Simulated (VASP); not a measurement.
# Al12N in VASP: a series of runs, part 2 of 2

VASP 6.6.1.

### 3 Single point, PBE

The input, INCAR:

```
SYSTEM = Al12N
  ALGO = Normal
  DIPOL = 0.5 0.5 0.318
  EDIFF = 1E-7
  ENCUT = 520
  GGA = PE
  IDIPOL = 3
  ISIF = 2
  ISMEAR = 0
  LASPH = .True.
  LCHARG = .True.
  LDIPOL = .True.
  LELF = .True.
  LREAL = .False.
  LVACPOTAV = .True.
  LVHAR = .True.
  LWAVE = .False.
  NBANDS = 32
  NELM = 100
  PREC = Accurate
  SIGMA = 0.1
```

The input, KPOINTS:

```
k-points
0
Gamma
  5 5 1
  0 0 0
```

The input, POSCAR:

```
Al12N
1.0
    5.7135165839      0.0000000000      0.0000000000
    0.0000000000      5.7135165839      0.0000000000
    0.0000000000      0.0000000000     19.6746954090
Al N
12 1
Direct
    0.2500000000      0.2500000000      0.2033068323
    0.2500000000      0.7500000000      0.2033068323
    0.7500000000      0.2500000000      0.2033068323
    0.7500000000      0.7500000000      0.2033068323
    0.0000000000      0.0000000000      0.3092728581
    0.0000000000      0.5000000000      0.3092728581
    0.5000000000      0.0000000000      0.3092728581
    0.5000000000      0.5000000000      0.3092728581
    0.2500000000      0.2500000000      0.4154928571
    0.2500000000      0.7500000000      0.4154928571
    0.7500000000      0.2500000000      0.4154928571
    0.7500000000      0.7500000000      0.4154928571
    0.5000000000      0.5000000000      0.4175793735
```

Potentials or basis: VASP PAW PBE potentials, release 64 (Al, N).

Started as:

```
> cat potpaw_PBE.64/Al/POTCAR potpaw_PBE.64/N/POTCAR > POTCAR
> mpirun -np 1 vasp_std > vasp.out
```

OUTCAR:

```text
SYSTEM = Al12N
   EDIFF = 1E-7
   ENCUT = 520
   GGA = PE
   ISIF = 2
   ISMEAR = 0
   LASPH = .True.
   LREAL = .False.
   NELM = 100
   PREC = Accurate

 ion  position               nearest neighbor table
   1  0.250  0.250  0.203-   2 2.86   3 2.86   2 2.86   3 2.86   7 2.90   8 2.90   5 2.90   6 2.90

   2  0.250  0.750  0.203-   1 2.86   4 2.86   1 2.86   4 2.86   7 2.90   8 2.90   5 2.90   6 2.90

   3  0.750  0.250  0.203-   1 2.86   4 2.86   4 2.86   1 2.86   7 2.90   8 2.90   5 2.90   6 2.90

   4  0.750  0.750  0.203-   2 2.86   3 2.86   3 2.86   2 2.86   7 2.90   8 2.90   5 2.90   6 2.90

   5  0.000  0.000  0.309-   6 2.86   7 2.86   6 2.86   7 2.86   1 2.90   2 2.90   3 2.90   4 2.90
                            11 2.91  12 2.91   9 2.91  10 2.91
   6  0.000  0.500  0.309-   5 2.86   8 2.86   5 2.86   8 2.86   1 2.90   2 2.90   3 2.90   4 2.90
                            11 2.91  12 2.91   9 2.91  10 2.91
   7  0.500  0.000  0.309-   5 2.86   8 2.86   8 2.86   5 2.86   1 2.90   2 2.90   3 2.90   4 2.90
                            11 2.91  12 2.91   9 2.91  10 2.91
   8  0.500  0.500  0.309-  13 2.13   7 2.86   6 2.86   7 2.86   6 2.86   2 2.90   3 2.90   4 2.90
                             1 2.90  12 2.91   9 2.91  10 2.91  11 2.91
   9  0.250  0.250  0.415-  13 2.02  11 2.86  10 2.86  10 2.86  11 2.86   6 2.91   7 2.91   8 2.91
                             5 2.91
  10  0.250  0.750  0.415-  13 2.02  12 2.86   9 2.86   9 2.86  12 2.86   6 2.91   7 2.91   8 2.91
                             5 2.91
  11  0.750  0.250  0.415-  13 2.02  12 2.86   9 2.86  12 2.86   9 2.86   6 2.91   7 2.91   8 2.91
                             5 2.91
  12  0.750  0.750  0.415-  13 2.02  11 2.86  10 2.86  11 2.86  10 2.86   6 2.91   7 2.91   8 2.91
                             5 2.91
  13  0.500  0.500  0.418-   9 2.02  10 2.02  11 2.02  12 2.02   8 2.13

  LATTYP: Found a simple tetragonal cell.
 ALAT       =     5.7135165839
 C/A-ratio  =     3.4435351889

  Lattice vectors:

 A1 = (   5.7135165839,   0.0000000000,   0.0000000000)
 A2 = (   0.0000000000,   5.7135165839,   0.0000000000)
 A3 = (   0.0000000000,   0.0000000000,  19.6746954090)

Analysis of symmetry for initial positions (statically):
=====================================================================
[... 173 lines left out ...]
  ext. energy  EPLUGINS =         0.00000000
  ---------------------------------------------------
  free energy    TOTEN  =       -50.08052501 eV

  energy without entropy =      -50.04884029  energy(sigma->0) =      -50.06468265

 E-fermi :  -0.1298     XC(G=0):  -4.2535

 val. band max:       -0.1520037951   @ k =   0.4000   0.2000   0.0000
 cond. band min:      -0.0696408756   @ k =   0.4000   0.4000   0.0000
 fundamental gap:      0.0823629195
 Fermi energy:        -0.1298166598

 k-point     1 :       0.0000    0.0000    0.0000
  band No.  band energies     occupation
      1     -16.3718      2.00000
      2     -10.1077      2.00000
      3      -7.7871      2.00000
      4      -7.4887      2.00000
      5      -7.4887      2.00000
      6      -6.3572      2.00000
[... 199 lines left out ...]
     31       2.8204      0.00000
     32       3.0577      0.00000

------------------------ aborting loop because EDIFF is reached ----------------------------------------

  FORCE on cell =-STRESS in cart. coord.  units (eV):
  Direction    XX          YY          ZZ          XY          YZ          ZX
  --------------------------------------------------------------------------------------
  -------------------------------------------------------------------------------------
  Total       -7.3908726     -7.3908726     -1.3581010      0.0000000      0.0000000      0.0000000
  in kB      -18.4370441    -18.4370441     -3.3878771      0.0000000      0.0000000      0.0000000
  external PRESSURE =     -13.4206551 kB  Pullay stress =       0.0000000 kB

 VOLUME and BASIS-vectors are now :
 -----------------------------------------------------------------------------
  energy-cutoff  :      520.00
  volume of cell :      642.27
      direct lattice vectors                 reciprocal lattice vectors
     5.713516584  0.000000000  0.000000000     0.175023558  0.000000000  0.000000000
     0.000000000  5.713516584  0.000000000     0.000000000  0.175023558  0.000000000
     0.000000000  0.000000000 19.674695409     0.000000000  0.000000000  0.050826708

 POSITION                                       TOTAL-FORCE (eV/Angst)
 -----------------------------------------------------------------------------------
      1.42838      1.42838      4.00000        -0.025160     -0.025160      0.159915
      1.42838      4.28514      4.00000        -0.025160      0.025160      0.159915
      4.28514      1.42838      4.00000         0.025160     -0.025160      0.159915
      4.28514      4.28514      4.00000         0.025160      0.025160      0.159915
      0.00000      0.00000      6.08485         0.000000     -0.000000     -0.273983
      0.00000      2.85676      6.08485         0.000000     -0.000000     -0.153639
      2.85676      0.00000      6.08485         0.000000     -0.000000     -0.153639
      2.85676      2.85676      6.08485         0.000000     -0.000000     -0.058433
      1.42838      1.42838      8.17470        -0.421199     -0.421199      0.001559
      1.42838      4.28514      8.17470        -0.421199      0.421199      0.001559
      4.28514      1.42838      8.17470         0.421199     -0.421199      0.001559
      4.28514      4.28514      8.17470         0.421199      0.421199      0.001559
      2.85676      2.85676      8.21575         0.000000      0.000000     -0.006202
 -----------------------------------------------------------------------------------
    total drift:                                0.000000      0.000000      0.000047

  FREE ENERGIE OF THE ION-ELECTRON SYSTEM (eV)
  ---------------------------------------------------
  free  energy   TOTEN  =       -50.0805250110 eV

  energy  without entropy=      -50.0488402883  energy(sigma->0) =      -50.06468265

 vacuum level on the upper side and lower side of the slab         3.846         4.064
```

Run time: 6.6 min. Hardware: 1 thread of Intel Xeon 8259CL, shared host; peak memory 0.61 GiB.

Results:

| Property | Result |
| --- | --- |
| Free energy | -50.0805 eV |
| Largest force | 0.596 eV/Å |
| Band gap on the k mesh | zero (an odd number of electrons rules out a gap without spin polarisation) |

Forces on the atoms (eV/Å):
```
Al  -0.025 -0.025  0.160
Al  -0.025  0.025  0.160
Al   0.025 -0.025  0.160
Al   0.025  0.025  0.160
Al   0.000  0.000 -0.274
Al   0.000  0.000 -0.154
Al   0.000  0.000 -0.154
Al   0.000  0.000 -0.058
Al  -0.421 -0.421  0.002
Al  -0.421  0.421  0.002
Al   0.421 -0.421  0.002
Al   0.421  0.421  0.002
N    0.000  0.000 -0.006
```

Levels at points of the mesh, in eV from the Fermi level:
```tsv
k point	band 17	band 18	band 19	band 20	band 21	band 22	band 23	band 24
(0.00, 0.00, 0.00)	-1.72	-1.38	-0.99	-0.74	-0.74	-0.32	0.16	0.83
```

### 4 Relaxation of the atoms, PBE

The input, INCAR:

```
  PREC = Accurate
  ENCUT = 520
  EDIFF = 1E-6
  ISMEAR = 0
  SIGMA = 0.1
  LREAL = False
  LASPH = True
  NELM = 60
  ALGO = Normal
  ISIF = 2
  LWAVE = False
  LCHARG = False
  LDIPOL = True
  IDIPOL = 3
  DIPOL = 0.5 0.5 0.325
  GGA = PE
  IBRION = 2
  NSW = 36
  EDIFFG = -0.025
```

The input, KPOINTS:

```
Automatic mesh
0
Gamma
  5 5 1
```

The input, POSCAR:

```
Al12N
1.0
    5.7135165839      0.0000000000      0.0000000000
    0.0000000000      5.7135165839      0.0000000000
    0.0000000000      0.0000000000     19.6746954090
Al N
12 1
Selective dynamics
Direct
    0.2500000000      0.2500000000      0.2033068323  F F F
    0.2500000000      0.7500000000      0.2033068323  F F F
    0.7500000000      0.2500000000      0.2033068323  F F F
    0.7500000000      0.7500000000      0.2033068323  F F F
    0.0000000000      0.0000000000      0.3092728581  F F F
    0.0000000000      0.5000000000      0.3092728581  F F F
    0.5000000000      0.0000000000      0.3092728581  F F F
    0.5000000000      0.5000000000      0.3092728581  F F F
    0.2500000000      0.2500000000      0.4154928571  F F F
    0.2500000000      0.7500000000      0.4154928571  F F F
    0.7500000000      0.2500000000      0.4154928571  F F F
    0.7500000000      0.7500000000      0.4154928571  F F F
    0.2500000000      0.2500000000      0.5130801367  F F T
```

Started as:

```
> cat potpaw_PBE.64/Al/POTCAR potpaw_PBE.64/N/POTCAR > POTCAR
> mpirun -np 1 vasp_std > vasp.out
```

It took 20 min on 1 thread of Intel Xeon 8259CL, shared host; peak memory 0.64 GiB.

The run converged. Its results:

```yaml
Free_energy: -46.5258 eV
Energy_gained_by_relaxing: 19.5 meV/atom
Ionic_steps: 15
Band_gap_on_the_k_mesh: zero (an odd number of electrons rules out a gap without spin polarisation)
```

The path:
| step | energy change (eV) | largest force on free atoms (eV/Å) | pressure (GPa) |
| --- | --- | --- | --- |
| 1 | 0.0000 | 2.6903 | -1.85 |
| 2 | -0.2400 | 0.7795 | -1.54 |
| 3 | -0.2539 | 0.0385 | -1.42 |
| 4 | -0.2539 | 0.0424 | -1.43 |
| 5 | -0.2539 | 0.0393 | -1.43 |
| 6 | -0.2539 | 0.0391 | -1.43 |
| 7 | -0.2539 | 0.0383 | -1.43 |
| 8 | -0.2539 | 0.0381 | -1.43 |
| 9 | -0.2539 | 0.0381 | -1.43 |
| 10 | -0.2539 | 0.0374 | -1.43 |
| 11 | -0.2539 | 0.0362 | -1.43 |
| 12 | -0.2539 | 0.0338 | -1.43 |
| 13 | -0.2539 | 0.0349 | -1.43 |
| 14 | -0.2539 | 0.0307 | -1.43 |
| 15 | -0.2539 | 0.0219 | -1.42 |

Final structure:
```
CELL_PARAMETERS angstrom
5.71352 0.00000 0.00000
0.00000 5.71352 0.00000
0.00000 0.00000 19.67470
ATOMIC_POSITIONS crystal
Al 0.25000 0.25000 0.20331
Al 0.25000 0.75000 0.20331
Al 0.75000 0.25000 0.20331
Al 0.75000 0.75000 0.20331
Al 0.00000 0.00000 0.30927
Al 0.00000 0.50000 0.30927
Al 0.50000 0.00000 0.30927
Al 0.50000 0.50000 0.30927
Al 0.25000 0.25000 0.41549
Al 0.25000 0.75000 0.41549
Al 0.75000 0.25000 0.41549
Al 0.75000 0.75000 0.41549
N 0.25000 0.25000 0.50477
```

Levels at points of the mesh, in eV from the Fermi level:
| k point | band 17 | band 18 | band 19 | band 20 | band 21 | band 22 | band 23 | band 24 |
| --- | --- | --- | --- | --- | --- | --- | --- | --- |
| (0.00, 0.00, 0.00) | -1.01 | -1.01 | -0.78 | -0.77 | -0.41 | -0.02 | -0.02 | 0.28 |

### 5 The runs side by side

```csv
task,cell,atoms held fixed (from 0),atoms held along some axes (from 0),gap on the mesh (eV),largest force (eV/Å)
single point,"as given, atomic positions A",-,-,none,1.02
single point,"as given, atomic positions B",-,-,none,0.60
relaxation of the atoms,"atoms relaxed, atomic positions C","[0, 1, 2, 3, 4, 5, 6, 7, 8, 9, 10, 11]",atom 12 along a and b,none,-
```

Alike in all rows: level PBE; potentials or basis VASP PAW PBE potentials, release 64 (Al, N); no spin polarisation; k mesh 5 × 5 × 1; cutoff (eV) 520; smearing gaussian 0.1 eV.

Total energies depend on the potentials used, so only differences within one code and one set of settings carry meaning.

The gap in the log of VASP goes by the Fermi energy; the results here count the filled bands.